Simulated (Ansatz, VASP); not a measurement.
## ZnS in VASP and in Ansatz

Contents of INCAR:

```
SYSTEM = ZnS
PREC = Accurate ; ENCUT = 520
EDIFF = 1E-6 ; ISMEAR = 0
SIGMA = 0.05 ; LREAL = .False.
LASPH = .True. ; NELM = 100
ALGO = Normal ; ISIF = 2
LWAVE = .False. ; LCHARG = .True.
GGA = PE ; LELF = .True.
LVHAR = .True. ; NBANDS = 36
```

KPOINTS

```
regular mesh
0
Gamma
  8 8 3
  0 0 0
```

File POSCAR:

```
ZnS
1.0
    2.7046500000     -2.7046500000      0.0000000000
    2.7046500000      0.0000000000     -2.7046500000
    6.2206950000      4.5979050000      5.4093000000
Zn S
3 3
Direct
    0.6291566667      0.6666666667      0.1250333333
   -0.2375100000      0.0000000000      0.7917000000
    0.1958233333      0.3333333333      0.4583666667
    0.4041566667      0.6666666667      0.8750333333
    0.8374900000      1.0000000000      0.5417000000
    0.2708233333      0.3333333333      0.2083666667
```

Input for Ansatz:

```yaml
crystal:
  lattice:
    - [2.70465, -2.70465, 0.0]
    - [2.70465, 0.0, -2.70465]
    - [6.220695, 4.597905, 5.4093]
  atoms:
    - { symbol: Zn, position: [0.6291566667, 0.6666666667, 0.1250333333] }
    - { symbol: Zn, position: [-0.23751, 0.0, 0.7917] }
    - { symbol: Zn, position: [0.1958233333, 0.3333333333, 0.4583666667] }
    - { symbol: S, position: [0.4041566667, 0.6666666667, 0.8750333333] }
    - { symbol: S, position: [0.83749, 1.0, 0.5417] }
    - { symbol: S, position: [0.2708233333, 0.3333333333, 0.2083666667] }
basis:
  ecutwfc: 420
kpoints:
  mp_grid: { grid: [8, 8, 3] }
hamiltonian:
  xc: pbe
scf:
  occupations: { method: gaussian, width: 0.05 }
output:
  forces: true
  stress: true
  eigenvalues: true
```

Alike in both runs: task single point; functional PBE; k mesh 8 × 8 × 3; occupations gaussian, width 0.05 eV; no spin polarisation.

|  | VASP | Ansatz |
| --- | --- | --- |
| version | VASP 6.6.1 | Ansatz 0.2.0 |
| potentials or method | VASP PAW PBE potentials, release 64 (Zn, S), cutoff 520 eV | scalar-relativistic, plane waves, PAW |
| valence electrons in the cell | 54 | 54 |

```csv
,VASP,Ansatz,Ansatz less VASP
gap on the k mesh at the Fermi level (eV),1.62,1.62,-0.004
least direct gap on the mesh (eV),1.62,1.62,-0.004
pressure (GPa),0.9,0.7,-0.14
"traceless stress, the component that is largest in VASP (GPa)",-2.37,-2.37,-0.007
rms of the force components (eV/Å),0.226,0.225,-0.0013
```

Atom by atom the forces differ by 0.003 eV/Å (rms over components).
